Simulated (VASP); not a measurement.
The system is As.

```
As
1.0
     1.91768    1.10718    3.58298
    -1.91768    1.10718    3.58298
     0.00000   -2.21435    3.58298
As
2
Direct
  0.22600 0.22600 0.22600
  0.77400 0.77400 0.77400
```

Base run:

* Program: VASP 6.6.1
* Functional: LDA
* Potentials or basis: VASP PAW LDA potentials, release 64 (As)
* Cutoff: 520 eV
* k mesh: 9 × 9 × 9
* Occupations: fermi-dirac, width 0.05 eV
* Spin: no spin polarisation

Its results: band gap on the k mesh zero (bands 5 and 6 overlap by 0.08 eV); pressure -4.9 GPa; largest force 0.042 eV/Å.

Question: The run is repeated on the same cell with these changes: functional from LDA to r2SCAN; potentials or basis from VASP PAW LDA potentials, release 64 (As) to VASP PAW PBE potentials, release 64 (As). What comes out?

Answer: Band gap on the k mesh zero (bands 5 and 6 overlap by 0.08 eV); pressure -2.3 GPa; largest force 0.182 eV/Å.

Caveats: the cell stands under tension (at least some runs); the PAW data sets were made with another functional, which shifts forces and pressure a little (at least some runs).
